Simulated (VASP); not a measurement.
Crystal: MnO.

```
Mn O
1.0
     0.00000    2.43795    2.43795
     2.43795    0.00000    2.43795
     2.43795    2.43795    0.00000
Mn O
1 1
Direct
  0.00000 0.00000 0.00000
  0.75000 0.75000 0.75000
```

```yaml
Program: VASP 6.6.1
Task: relaxation of cell and atoms
Functional: PBEsol
Potentials_or_basis: VASP PAW PBE potentials, release 64 (Mn_pv, O)
Cutoff: 600 eV
k_mesh: 8 × 8 × 8
Occupations: gaussian, width 0.1 eV
Spin: collinear spin, ferromagnetic start
Starting_moments: "[4.42, 0.22] μB"
```

At the start: pressure -9.2 GPa; volume 14.49 Å³/atom.

Q: How do energy, volume and symmetry change on relaxing?

A: Over 3 steps the energy falls by 38.4 meV/atom and the volume is 13.11 Å³/atom (-9.5 %); space group F-43m (No. 216, to 0.1 Å) before and after; moment 4.88 μB per cell.

The path:
| step | energy change (eV) | largest force (eV/Å) | pressure (GPa) | volume (Å³) |
| --- | --- | --- | --- | --- |
| 1 | 0.0000 | 0.0000 | -9.17 | 28.98 |
| 2 | -0.0735 | 0.0000 | 1.84 | 25.64 |
| 3 | -0.0769 | 0.0000 | 0.02 | 26.23 |

Final structure:
```yaml
crystal:
  lattice:
    - [0.00000, 2.35824, 2.35824]
    - [2.35824, 0.00000, 2.35824]
    - [2.35824, 2.35824, 0.00000]
  atoms:
    - { symbol: Mn, position: [0.00000, 0.00000, 0.00000] }
    - { symbol: O, position: [0.75000, 0.75000, 0.75000] }
```

Caveat: the PAW data sets were made with another functional, which shifts forces and pressure a little; a cell with one magnetic atom can't hold antiferromagnetic order, which such compounds often take.
